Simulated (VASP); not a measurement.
# Sb (P6_3/mmc) in VASP: notebook

Aim: see how the results for Sb move with the level of theory and the settings. Levels: PBE0, LDA. Tasks: single point.

Program: VASP 6.6.1. These are calculated values, not measurements. Logs are shortened: lines on timing, memory, paths and dates and some standing lists are left out, and cuts for length are marked.

### 1 The cell of the first run

It takes space group P6_3/mmc (No. 194, hexagonal). Conventional cell: a = 3.420 Å, b = 3.420 Å, c = 5.577 Å, α = 90.00°, β = 90.00°, γ = 120.00°. Sb (site symmetry -6m2) has 12 Sb at 3.42 Å within 4.5 Å.

### 2 Single point, PBE0

POSCAR reads:

```
Sb
1.0
    3.4203242672      0.0000000000      0.0000000000
   -1.7101621336      2.9620877046      0.0000000000
    0.0000000000      0.0000000000      5.5774459394
Sb
2
Direct
    0.6666666667      0.3333333333      0.7500000000
    0.3333333333      0.6666666667      0.2500000000
```

INCAR.step1 reads:

```
PREC = Accurate
ENCUT = 520
EDIFF = 1E-5
ISMEAR = -1
SIGMA = 0.05
LREAL = F
LASPH = T
NELM = 80
ALGO = Normal
ISIF = 2
LWAVE = T
LCHARG = F
GGA = PE
NBANDS = 12
```

INCAR.step2 reads:

```
PREC = Accurate
ENCUT = 520
EDIFF = 1E-6
ISMEAR = -1
SIGMA = 0.05
LREAL = F
LASPH = T
NELM = 80
ALGO = Normal
ISIF = 2
LWAVE = F
LCHARG = F
GGA = PE
LHFCALC = T
AEXX = 0.25
PRECFOCK = Normal
ISTART = 1
NBANDS = 12
```

KPOINTS reads:

```
Automatic mesh
0
Gamma
  6 6 4
```

Potentials or basis: VASP PAW PBE potentials, release 64 (Sb).

On the command line:

```bash
$ cat potpaw_PBE.64/Sb/POTCAR > POTCAR
$ cp INCAR.step1 INCAR
$ mpirun -np 1 vasp_std > vasp.out
$ cp INCAR.step2 INCAR
$ mpirun -np 1 vasp_std > vasp.out
```

OUTCAR:

```text
PREC = Accurate
   ENCUT = 520
   EDIFF = 1E-6
   ISMEAR = -1
   LREAL = F
   LASPH = T
   NELM = 80
   ISIF = 2
   GGA = PE
   LHFCALC = T
   AEXX = 0.25
   PRECFOCK = Normal
   ISTART = 1

 ion  position               nearest neighbor table
   1  0.667  0.333  0.750-   2 3.42   2 3.42   2 3.42   2 3.42   2 3.42   2 3.42
   2  0.333  0.667  0.250-   1 3.42   1 3.42   1 3.42   1 3.42   1 3.42   1 3.42

  LATTYP: Found a hexagonal cell.
 ALAT       =     3.4203242672
 C/A-ratio  =     1.6306775334

  Lattice vectors:

 A1 = (   3.4203242672,   0.0000000000,   0.0000000000)
 A2 = (  -1.7101621336,   2.9620877046,   0.0000000000)
 A3 = (   0.0000000000,   0.0000000000,   5.5774459394)

Analysis of symmetry for initial positions (statically):
=====================================================================
 Subroutine PRICEL returns:
 Original cell was already a primitive cell.

 Routine SETGRP: Setting up the symmetry group for a
 hexagonal supercell.

 Subroutine GETGRP returns: Found 24 space group operations
 (whereof 12 operations were pure point group operations)
 out of a pool of 24 trial point group operations.

The static configuration has the point symmetry D_3d.
 The point group associated with its full space group is D_6h.

Analysis of symmetry for dynamics (positions and initial velocities):
=====================================================================
 Subroutine PRICEL returns:
 Original cell was already a primitive cell.

 Routine SETGRP: Setting up the symmetry group for a
 hexagonal supercell.

 Subroutine GETGRP returns: Found 24 space group operations
 (whereof 12 operations were pure point group operations)
 out of a pool of 24 trial point group operations.

The dynamic configuration has the point symmetry D_3d.
 The point group associated with its full space group is D_6h.

 Subroutine INISYM returns: Found 24 space group operations
 (whereof 12 operations are pure point group operations),
 and found     1 'primitive' translations

----------------------------------------------------------------------------------------

                                     Primitive cell

  volume of cell :      56.5068

  direct lattice vectors                    reciprocal lattice vectors
     3.420324267  0.000000000  0.000000000     0.292369940  0.168799863  0.000000000
    -1.710162134  2.962087705  0.000000000     0.000000000  0.337599727  0.000000000
     0.000000000  0.000000000  5.577445939     0.000000000  0.000000000  0.179293535

  length of vectors
     3.420324267  3.420324267  5.577445939     0.337599727  0.337599727  0.179293535

  position of ions in fractional coordinates (direct lattice)
     0.666666667  0.333333333  0.750000000
     0.333333333  0.666666667  0.250000000

  ion indices of the primitive-cell ions
   primitive index   ion index
                 1           1
                 2           2

----------------------------------------------------------------------------------------

 KPOINTS: Automatic mesh

Automatic generation of k-mesh.
 Grid dimensions read from file:
 generate k-points for:    6    6    4

 Generating k-lattice:

  Cartesian coordinates                     Fractional coordinates (reciprocal lattice)
     0.048728323  0.028133311  0.000000000     0.166666667  0.000000000  0.000000000
     0.000000000  0.056266621  0.000000000     0.000000000  0.166666667  0.000000000
     0.000000000  0.000000000  0.044823384     0.000000000  0.000000000  0.250000000

  Length of vectors
     0.056266621  0.056266621  0.044823384

  Shift w.r.t. Gamma in fractional coordinates (k-lattice)
     0.000000000  0.000000000  0.000000000

 Subroutine IBZKPT returns following result:
 ===========================================

 Found     21 irreducible k-points:

 Following reciprocal coordinates:
            Coordinates               Weight
  0.000000  0.000000  0.000000      1.000000
  0.166667  0.000000  0.000000      6.000000
  0.333333  0.000000  0.000000      6.000000
  0.500000  0.000000  0.000000      3.000000
  0.166667  0.166667  0.000000      6.000000
  0.333333  0.166667  0.000000     12.000000
[... 13 lines left out ...]
  0.333333  0.166667  0.500000     12.000000
  0.333333  0.333333  0.500000      2.000000
   k-points           NKPTS =     21   k-points in BZ     NKDIM =    144   number of bands    NBANDS=     12
   number of dos      NEDOS =    301   number of ions     NIONS =      2
   total plane-waves  NPLWV =  32928
   dimension x,y,z NGX =    28 NGY =   28 NGZ =   42
   dimension x,y,z NGXF=    56 NGYF=   56 NGZF=   84
   ions per type =               2
   NGX,Y,Z   is equivalent  to a cutoff of  13.61, 13.61, 12.52 a.u.
   NGXF,Y,Z  is equivalent  to a cutoff of  27.22, 27.22, 25.04 a.u.
 SYSTEM =  unknown system
   PREC   = accura    normal or accurate (medium, high low for compatibility)
   ISTART =      1    job   : 0-new  1-cont  2-samecut
   ICHARG =      0    charge: 1-file 2-atom 10-const
   ISPIN  =      1    spin polarized calculation?
   LNONCOLLINEAR =      F non collinear calculations
   LSORBIT =      F    spin-orbit coupling
   LASPH  =      T    aspherical Exc in radial PAW
   ENCUT  =  520.0 eV  38.22 Ry    6.18 a.u.   6.36  6.36 10.37*2*pi/ulx,y,z
   NELM   =     80;   NELMIN=  2; NELMDL=  0     # of ELM steps
   EDIFF  = 0.1E-05   stopping-criterion for ELM
   LREAL  =      F    real-space projection
   EDIFFG = 0.1E-04   stopping-criterion for IOM
   NSW    =      0    number of steps for IOM
   IBRION =     -1    ionic relax: 0-MD 1-quasi-New 2-CG
   NFREE  =      0    steps in history (QN), initial steepest desc. (CG)
   ISIF   =      2    stress and relaxation
   ISYM   =      3    0-nonsym 1-usesym 2-fastsym
   POTIM  = 0.5000    time-step for ionic-motion
   TEBEG  =    0.0;   TEEND  =   0.0 temperature during run
   PSTRESS=    0.0 pullay stress
   NELECT =      10.0000    total number of electrons
   NUPDOWN=      -1.0000    fix difference up-down
   EMIN   =  10.00;   EMAX   =-10.00  energy-range for DOS
   EFERMI =   0.00;   METHOD = LEGACY
   ISMEAR =    -1;   SIGMA  =   0.05  broadening in eV -4-tet -1-fermi 0-gaus
   EFERMI_NEDOS =   21; number of points for ismear=-14 and -15
   IALGO  =     38    algorithm
   IMIX   =      1    mixing-type and parameters
     AMIX     =   0.40;   BMIX     =  1.00
     AMIX_MAG =   1.60;   BMIX_MAG =  1.00
  volume/ion in A,a.u.               =      28.25       190.66
  Fermi-wavevector in a.u.,A,eV,Ry     =   0.919125  1.736895 11.494080  0.844791
  Thomas-Fermi vector in A             =   2.044284
   LORBIT       =      0    0 simple, 1 ext, 2 COOP (PROOUT), +10 PAW based schemes
   GGA     = PE    functional components
   LHFCALC =     T    Hartree Fock is set to
   PRECFOCK=normal    Normal, Fast or Accurate (Low or Medium for compatibility)
   ENCUT4O =  -1.0   cutoff for four orbital integrals eV
   NKREDX  =     1    reduce k-point grid by
   NKREDY  =     1    reduce k-point grid by
   NKREDZ  =     1    reduce k-point grid by
   AEXX    =    0.2500 exact exchange contribution
   HFSCREEN=    0.0000 screening length (either q_TF or 0.3 A-1)
   HFSCREENC=   0.0000 screening length for correlation (either q_TF or 0.3 A-1)
   ENCUTFOCK=  -1.0 apply spherical cutoff to Coloumb kernel
   IVDW    =     0    specifies the selected vdW correction
   LEPSILON=     F    determine dielectric tensor
   LRPA    =     F    only Hartree local field effects (RPA)
 non-spin polarized calculation
  energy-cutoff  :      520.00
  volume of cell :       56.51
 maximum number of plane-waves:      1542
 NGX is ok and might be reduce to    28
  NGX = 20; NGY = 20; NGZ = 32

 number of electron      10.0000001 magnetization

 Free energy of the ion-electron system (eV)
  ---------------------------------------------------
  ext. energy  EPLUGINS =         0.00000000
  ---------------------------------------------------
  free energy    TOTEN  =       -10.53996545 eV

  energy without entropy =      -10.53726210  energy(sigma->0) =      -10.53861377

 E-fermi :   8.1873     XC(G=0):  -7.9394

 val. band max:        7.5537823043   @ k =   0.5000   0.0000   0.0000
 cond. band min:       8.3085307599   @ k =   0.1667   0.0000   0.0000
 fundamental gap:      0.7547484556
 Fermi energy:         8.1872711944

 k-point     1 :       0.0000    0.0000    0.0000
  band No.  band energies     occupation
      1      -6.6859      2.00000
      2      -2.7346      2.00000
      3       1.0363      2.00000
      4      12.0125      0.00000
      5      12.0125      0.00000
      6      13.6654      0.00000
      7      13.6654      0.00000
      8      13.8958      0.00000
      9      16.2262      0.00000
     10      17.6983      0.00000
     11      18.5753      0.00000
     12      18.5753      0.00000

 k-point     2 :       0.1667    0.0000    0.0000
  band No.  band energies     occupation
      1      -6.1727      2.00000
      2      -2.2902      2.00000
      3       1.5956      2.00000
      4       8.3085      0.16254
      5      10.6240      0.00000
      6      11.2488      0.00000
      7      13.2076      0.00000
      8      13.5510      0.00000
      9      15.3867      0.00000
     10      17.7669      0.00000
     11      18.4270      0.00000
     12      19.0889      0.00000

 k-point     3 :       0.3333    0.0000    0.0000
  band No.  band energies     occupation
      1      -4.6716      2.00000
      2      -1.2312      2.00000
      3       3.2055      2.00000
      4       3.5163      2.00000
      5       6.7478      2.00000
      6       9.0867      0.00000
      7      10.4325      0.00000
      8      12.5420      0.00000
      9      13.4878      0.00000
     10      16.5125      0.00000
     11      17.4604      0.00000
     12      18.1447      0.00000
[... 241 lines left out ...]
 k-point    20 :       0.3333    0.1667    0.5000
  band No.  band energies     occupation
      1      -2.2259      2.00000
      2      -2.2259      2.00000
      3       2.6815      2.00000
      4       2.6815      2.00000
      5       6.4762      2.00000
      6       6.4762      2.00000
      7      10.6294      0.00000
      8      10.6294      0.00000
      9      15.7304      0.00000
     10      15.7304      0.00000
     11      17.3386      0.00000
     12      17.3386      0.00000

 k-point    21 :       0.3333    0.3333    0.5000
  band No.  band energies     occupation
      1      -1.3405      2.00000
      2      -1.3405      2.00000
      3       2.7666      2.00000
      4       2.7666      2.00000
      5       3.9206      2.00000
      6       3.9206      2.00000
      7      11.3781      0.00000
      8      11.3781      0.00000
      9      15.9997      0.00000
     10      15.9997      0.00000
     11      16.6204      0.00000
     12      16.6204      0.00000

------------------------ aborting loop because EDIFF is reached ----------------------------------------

  FORCE on cell =-STRESS in cart. coord.  units (eV):
  Direction    XX          YY          ZZ          XY          YZ          ZX
  --------------------------------------------------------------------------------------
  -------------------------------------------------------------------------------------
  Total       -2.3845285     -2.3845285     -0.5691102      0.0000000     -0.0000000      0.0000000
  in kB      -67.6102495    -67.6102495    -16.1363891      0.0000000     -0.0000000      0.0000000
  external PRESSURE =     -50.4522960 kB  Pullay stress =       0.0000000 kB

 VOLUME and BASIS-vectors are now :
 -----------------------------------------------------------------------------
  energy-cutoff  :      520.00
  volume of cell :       56.51
      direct lattice vectors                 reciprocal lattice vectors
     3.420324267  0.000000000  0.000000000     0.292369940  0.168799863  0.000000000
    -1.710162134  2.962087705  0.000000000     0.000000000  0.337599727  0.000000000
     0.000000000  0.000000000  5.577445939     0.000000000  0.000000000  0.179293535

 POSITION                                       TOTAL-FORCE (eV/Angst)
 -----------------------------------------------------------------------------------
      1.71016      0.98736      4.18308        -0.000000     -0.000000     -0.000000
     -0.00000      1.97473      1.39436         0.000000      0.000000      0.000000
 -----------------------------------------------------------------------------------
    total drift:                               -0.000000      0.000000      0.000000

  FREE ENERGIE OF THE ION-ELECTRON SYSTEM (eV)
  ---------------------------------------------------
  free  energy   TOTEN  =       -10.5399654529 eV

  energy  without entropy=      -10.5372620962  energy(sigma->0) =      -10.53861377
```

Wall time 17 min (1 thread of Intel Xeon 6975P-C (Granite Rapids), shared host); peak memory 0.19 GiB.

Results:

| Property | Result |
| --- | --- |
| Free energy | -10.5400 eV |
| Pressure | -5.0 GPa |
| Band gap on the k mesh | zero (band 5 reaches 12.84 eV, above the bottom of band 6 at 3.92 eV) |

Levels at points of the mesh, in eV from the Fermi level:
| k point | band 2 | band 3 | band 4 | band 5 | band 6 | band 7 | band 8 | band 9 |
| --- | --- | --- | --- | --- | --- | --- | --- | --- |
| (0.00, 0.00, 0.00) | -10.92 | -7.15 | 3.83 | 3.83 | 5.48 | 5.48 | 5.71 | 8.04 |
| (0.50, 0.00, 0.00) | -9.73 | -5.59 | -4.15 | -3.22 | -0.63 | 0.34 | 3.89 | 4.71 |
| (0.00, 0.00, 0.50) | -13.58 | -1.62 | -1.62 | 4.65 | 4.65 | 4.65 | 4.65 | 9.06 |
| (0.50, 0.00, 0.50) | -10.21 | -6.60 | -6.60 | 1.68 | 1.68 | 1.78 | 1.78 | 6.19 |

Caveat: the PAW data sets were made with another functional, which shifts forces and pressure a little; spin-orbit coupling is left out, which moves the levels of the heavy elements.

### 3 Single point, LDA

This run uses another cell than the first one, of 25.05 Å³/atom, 0.887 times its volume.

INCAR reads:

```
SYSTEM = Sb
  PREC = Accurate
  ENCUT = 520
  EDIFF = 1E-6
  ISMEAR = -1
  SIGMA = 0.05
  LREAL = .FALSE.
  LASPH = .TRUE.
  NELM = 80
  ALGO = Normal
  ISIF = 2
  LWAVE = .FALSE.
  LCHARG = .TRUE.
  LELF = .TRUE.
  LVHAR = .TRUE.
  NBANDS = 12
```

KPOINTS reads:

```
Automatic mesh
0
G
  9 9 5
  0 0 0
```

POSCAR reads:

```
Sb
1.0
    3.2860533585      0.0000000000      0.0000000000
   -1.6430266792      2.8458056866      0.0000000000
    0.0000000000      0.0000000000      5.3584933852
Sb
2
Direct
    0.6666666667      0.3333333333      0.7500000000
    0.3333333333      0.6666666667      0.2500000000
```

Potentials or basis: VASP PAW LDA potentials, release 64 (Sb).

On the command line:

```bash
$ cat potpaw_LDA.64/Sb/POTCAR > POTCAR
$ mpirun -np 1 vasp_std > vasp.out
```

Run time: 22 s. Hardware: 1 thread of AMD EPYC 7R13, shared host; peak memory 0.12 GiB.

It converged, with:

| Property | Result |
| --- | --- |
| Free energy | -9.1576 eV |
| Pressure | 1.5 GPa |
| Band gap on the k mesh | zero (band 5 reaches 13.82 eV, above the bottom of band 6 at 6.42 eV) |

Levels at points of the mesh, in eV from the Fermi level:
```csv
k point,band 2,band 3,band 4,band 5,band 6,band 7,band 8,band 9
"(0.00, 0.00, 0.00)",-9.28,-6.17,3.93,3.93,5.69,5.69,5.98,8.08
```

Caveat: spin-orbit coupling is left out, which moves the levels of the heavy elements.

(Part 1 of 2 ends here.)
